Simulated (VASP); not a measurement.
Nb: single point with PBE

Nb:

```
Nb
1.0
    -1.65882    1.65882    1.65882
     1.65882   -1.65882    1.65882
     1.65882    1.65882   -1.65882
Nb
1
Direct
  0.01507 0.01507 0.00000
```

```
Program                : VASP 6.6.1
Task                   : single point
Functional             : PBE
Potentials or basis    : VASP PAW PBE potentials, release 64 (Nb_sv)
Cutoff                 : 500 eV
k mesh                 : 10 × 10 × 10
Occupations            : methfessel-paxton, width 0.0091 eV
Spin                   : no spin polarisation
Dipole correction      : no
Further INCAR settings : ALGO = Normal; EDIFF = 1e-06; NBANDS = 12
```

The pressure is -1.2 GPa.

Levels at points of the mesh, in eV from the Fermi level:
```
           k point  band 3  band 4  band 5  band 6  band 7  band 8  band 9  band 10
(0.00, 0.00, 0.00)  -29.70  -29.70   -5.92    0.37    0.37    0.37    3.24     3.24
(0.50, 0.00, 0.00)  -30.12  -29.72   -3.67   -1.62    2.22    3.26    3.93     6.27
(0.50, 0.50, 0.50)  -30.60  -30.60   -3.64   -3.64    5.52    5.52    5.52     8.96
```

It took 13 s on 1 thread of Intel Xeon 8259CL (shared host), peak memory 0.14 GiB.
